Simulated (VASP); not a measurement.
A run of VASP 6.6.1 is set up as follows.

Contents of INCAR:

```
SYSTEM = VWC2
PREC     = Accurate       ! precision mode
ENCUT    = 520            ! plane-wave cutoff, eV
EDIFF    = 1E-6           ! SCF threshold, eV
ISMEAR   = -1             ! smearing method
SIGMA    = 0.05           ! smearing width, eV
LREAL    = .False.        ! projectors in reciprocal space
LASPH    = .True.         ! aspherical terms in the spheres
NELM     = 150            ! most SCF steps
ALGO     = Normal         ! electronic algorithm
ISIF     = 2              ! what is computed and relaxed
LWAVE    = .False.        ! write WAVECAR
LCHARG   = .True.         ! write CHGCAR
ISPIN    = 2              ! spin polarisation
MAGMOM   = 0 2 0 0        ! initial moments
LORBIT   = 11             ! projections on sites
LMAXMIX  = 4              ! l up to which the mixer works
GGA      = CA             ! functional
LELF     = .True.         ! ELF
LVHAR    = .True.       
NBANDS   = 30             ! bands
```

KPOINTS

```
Automatic mesh
0
Gamma
  10 10 10
  0 0 0
```

The input POSCAR:

```
VWC2
1.0
    1.4860724039      0.8579843024      4.8331732337
   -1.4860724039      0.8579843024      4.8331732337
    0.0000000000     -1.7159686048      4.8331732337
W V C
1 1 2
Direct
    0.0000000000      0.0000000000      0.0000000000
    0.5000000000      0.5000000000      0.5000000000
    0.2464940000      0.2464940000      0.2464940000
    0.7535060000      0.7535060000      0.7535060000
```

Potentials or basis: VASP PAW LDA potentials, release 64 (W_sv, V_sv, C).

Launch:

```bash
$ cat potpaw_LDA.64/W_sv/POTCAR potpaw_LDA.64/V_sv/POTCAR potpaw_LDA.64/C/POTCAR > POTCAR
$ mpirun -np 1 vasp_std > vasp.out
```

Question: Predict the largest force.

Answer: 0.220 eV/Å.

Question: Estimate the pressure.

Answer: 6.7 GPa.

Question: What does it give for the net moment?

Answer: 0.00 μB per cell.

Forces on the atoms (eV/Å):
```
W    0.000  0.000  0.000
V    0.000  0.000  0.000
C    0.000  0.000 -0.220
C    0.000  0.000  0.220
```

Caveat: the cell stands under pressure; the moments typed at the start vanished in this run.
